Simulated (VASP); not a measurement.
# Zr (Fd-3m) in VASP: single point with PBEsol

Aim: the single point of Zr with PBEsol.

Program: VASP 6.6.1. These are calculated values, not measurements. Logs are shortened: lines on timing, memory, paths and dates and some standing lists are left out, and cuts for length are marked.

**1. The cell of the first run**

It takes space group Fd-3m (No. 227, cubic). The conventional cell has a = 6.153 Å, b = 6.153 Å, c = 6.153 Å, α = 90.00°, β = 90.00°, γ = 90.00°. Zr (site symmetry -43m) has 4 Zr at 2.66 Å within 3.5 Å.

**2. Single point, PBEsol**

File INCAR:

```
PREC     = Accurate       # precision mode
ENCUT    = 520            # plane-wave cutoff, eV
EDIFF    = 1E-7           # SCF threshold, eV
ISMEAR   = -1             # smearing method
SIGMA    = 0.13605693000000002 # smearing width, eV
LREAL    = F              # projectors in reciprocal space
LASPH    = T              # aspherical terms in the spheres
NELM     = 60             # most SCF steps
ALGO     = Normal         # electronic algorithm
ISIF     = 2              # what is computed and relaxed
LWAVE    = F              # write WAVECAR
LCHARG   = F              # write CHGCAR
GGA      = PS             # functional
NBANDS   = 19             # bands
```

File KPOINTS:

```
Automatic mesh
0
Gamma
  8 8 8
```

File POSCAR:

```
Zr
1.0
    0.0000000000      3.0762669114      3.0762669114
    3.0762669114      0.0000000000      3.0762669114
    3.0762669114      3.0762669114      0.0000000000
Zr
2
Direct
    0.0000000000      0.0000000000      0.0000000000
    0.2500000000      0.2500000000      0.2500000000
```

Potentials or basis: VASP PAW PBE potentials, release 64 (Zr_sv).

Launch:

```
$ cat potpaw_PBE.64/Zr_sv/POTCAR > POTCAR
$ mpirun -np 1 vasp_std > vasp.out
```

OUTCAR:

```text
PREC = Accurate
   ENCUT = 520
   EDIFF = 1E-7
   ISMEAR = -1
   LREAL = F
   LASPH = T
   NELM = 60
   ISIF = 2
   GGA = PS

 ion  position               nearest neighbor table
   1  0.000  0.000  0.000-   2 2.66   2 2.66   2 2.66   2 2.66
   2  0.250  0.250  0.250-   1 2.66   1 2.66   1 2.66   1 2.66

  LATTYP: Found a face centered cubic cell.
 ALAT       =     6.1525338228

  Lattice vectors:

 A1 = (   0.0000000000,   3.0762669114,   3.0762669114)
 A2 = (   3.0762669114,   0.0000000000,   3.0762669114)
 A3 = (   3.0762669114,   3.0762669114,   0.0000000000)

Analysis of symmetry for initial positions (statically):
=====================================================================
 Subroutine PRICEL returns:
 Original cell was already a primitive cell.

 Routine SETGRP: Setting up the symmetry group for a
 face centered cubic supercell.

 Subroutine GETGRP returns: Found 48 space group operations
 (whereof 24 operations were pure point group operations)
 out of a pool of 48 trial point group operations.

The static configuration has the point symmetry T_d .
 The point group associated with its full space group is O_h .

Analysis of symmetry for dynamics (positions and initial velocities):
=====================================================================
 Subroutine PRICEL returns:
 Original cell was already a primitive cell.

 Routine SETGRP: Setting up the symmetry group for a
 face centered cubic supercell.

 Subroutine GETGRP returns: Found 48 space group operations
 (whereof 24 operations were pure point group operations)
 out of a pool of 48 trial point group operations.

The dynamic configuration has the point symmetry T_d .
 The point group associated with its full space group is O_h .

 Subroutine INISYM returns: Found 48 space group operations
 (whereof 24 operations are pure point group operations),
 and found     1 'primitive' translations

----------------------------------------------------------------------------------------

                                     Primitive cell

  volume of cell :      58.2240

  direct lattice vectors                    reciprocal lattice vectors
     0.000000000  3.076266911  3.076266911    -0.162534661  0.162534661  0.162534661
[... 74 lines left out ...]
   NGX,Y,Z   is equivalent  to a cutoff of  12.23, 12.23, 12.23 a.u.
   NGXF,Y,Z  is equivalent  to a cutoff of  24.46, 24.46, 24.46 a.u.
 SYSTEM =  unknown system
   PREC   = accura    normal or accurate (medium, high low for compatibility)
   ISTART =      0    job   : 0-new  1-cont  2-samecut
   ICHARG =      2    charge: 1-file 2-atom 10-const
   ISPIN  =      1    spin polarized calculation?
   LNONCOLLINEAR =      F non collinear calculations
   LSORBIT =      F    spin-orbit coupling
   LASPH  =      T    aspherical Exc in radial PAW
   ENCUT  =  520.0 eV  38.22 Ry    6.18 a.u.   8.09  8.09  8.09*2*pi/ulx,y,z
   NELM   =     60;   NELMIN=  2; NELMDL= -5     # of ELM steps
   EDIFF  = 0.1E-06   stopping-criterion for ELM
   LREAL  =      F    real-space projection
   EDIFFG = 0.1E-05   stopping-criterion for IOM
   NSW    =      0    number of steps for IOM
   IBRION =     -1    ionic relax: 0-MD 1-quasi-New 2-CG
   NFREE  =      0    steps in history (QN), initial steepest desc. (CG)
   ISIF   =      2    stress and relaxation
   ISYM   =      2    0-nonsym 1-usesym 2-fastsym
   POTIM  = 0.5000    time-step for ionic-motion
   TEBEG  =    0.0;   TEEND  =   0.0 temperature during run
   PSTRESS=    0.0 pullay stress
   NELECT =      24.0000    total number of electrons
   NUPDOWN=      -1.0000    fix difference up-down
   EMIN   =  10.00;   EMAX   =-10.00  energy-range for DOS
   EFERMI =   0.00;   METHOD = LEGACY
   ISMEAR =    -1;   SIGMA  =   0.14  broadening in eV -4-tet -1-fermi 0-gaus
   EFERMI_NEDOS =   21; number of points for ismear=-14 and -15
   IALGO  =     38    algorithm
   IMIX   =      4    mixing-type and parameters
     AMIX     =   0.40;   BMIX     =  1.00
     AMIX_MAG =   1.60;   BMIX_MAG =  1.00
  volume/ion in A,a.u.               =      29.11       196.46
  Fermi-wavevector in a.u.,A,eV,Ry     =   1.218366  2.302379 20.196714  1.484417
  Thomas-Fermi vector in A             =   2.353655
   LORBIT       =      0    0 simple, 1 ext, 2 COOP (PROOUT), +10 PAW based schemes
   GGA     = PS    functional components
   LHFCALC =     F    Hartree Fock is set to
   AEXX    =    0.0000 exact exchange contribution
   IVDW    =     0    specifies the selected vdW correction
   LEPSILON=     F    determine dielectric tensor
   LRPA    =     F    only Hartree local field effects (RPA)
 non-spin polarized calculation
  energy-cutoff  :      520.00
  volume of cell :       58.22
 maximum number of plane-waves:      1588
   NGX = 17   NGY = 17   NGZ = 17

 number of electron      24.0000000 magnetization

 Free energy of the ion-electron system (eV)
  ---------------------------------------------------
  ext. energy  EPLUGINS =         0.00000000
  ---------------------------------------------------
  free energy    TOTEN  =       -13.41111436 eV

  energy without entropy =      -13.14972361  energy(sigma->0) =      -13.28041898

 E-fermi :   5.9842     XC(G=0):  -9.9094

 val. band max:        5.9780793694   @ k =   0.1250   0.0000   0.0000
 cond. band min:       6.0032501109   @ k =   0.0000   0.0000   0.0000
 fundamental gap:      0.0251707415
 Fermi energy:         5.9842461854

 k-point     1 :       0.0000    0.0000    0.0000
  band No.  band energies     occupation
      1     -42.8098      2.00000
      2     -42.1122      2.00000
      3     -21.2111      2.00000
      4     -21.2111      2.00000
      5     -21.2111      2.00000
      6     -20.0678      2.00000
[... 505 lines left out ...]
      6     -20.2998      2.00000
[... 11 lines left out ...]
     18      10.4923      0.00000
     19      11.1450      0.00000

 [... further k-points ...]
[... 5 lines left out ...]
  --------------------------------------------------------------------------------------
  -------------------------------------------------------------------------------------
  Total        0.0531842      0.0531842      0.0531842     -0.0000000     -0.0000000      0.0000000
  in kB        1.4634952      1.4634952      1.4634952     -0.0000000     -0.0000000      0.0000000
  external PRESSURE =       1.4634952 kB  Pullay stress =       0.0000000 kB

 VOLUME and BASIS-vectors are now :
 -----------------------------------------------------------------------------
  energy-cutoff  :      520.00
  volume of cell :       58.22
      direct lattice vectors                 reciprocal lattice vectors
     0.000000000  3.076266911  3.076266911    -0.162534661  0.162534661  0.162534661
     3.076266911  0.000000000  3.076266911     0.162534661 -0.162534661  0.162534661
     3.076266911  3.076266911  0.000000000     0.162534661  0.162534661 -0.162534661

 POSITION                                       TOTAL-FORCE (eV/Angst)
 -----------------------------------------------------------------------------------
      0.00000      0.00000      0.00000         0.000000      0.000000     -0.000000
      1.53813      1.53813      1.53813        -0.000000     -0.000000      0.000000
 -----------------------------------------------------------------------------------
    total drift:                               -0.000000      0.000000      0.000000

  FREE ENERGIE OF THE ION-ELECTRON SYSTEM (eV)
  ---------------------------------------------------
  free  energy   TOTEN  =       -13.4111143577 eV

  energy  without entropy=      -13.1497236069  energy(sigma->0) =      -13.28041898
```

It took 14 s on 1 thread of Intel Xeon 6975P-C (Granite Rapids), shared host; peak memory 0.18 GiB.

What came out:

```yaml
Free_energy: -13.4111 eV
Pressure: 0.1 GPa
Band_gap_on_the_k_mesh: zero (band 12 reaches 6.05 eV, above the bottom of band 13 at 5.81 eV)
```

Caveat: the PAW data sets were made with another functional, which shifts forces and pressure a little.
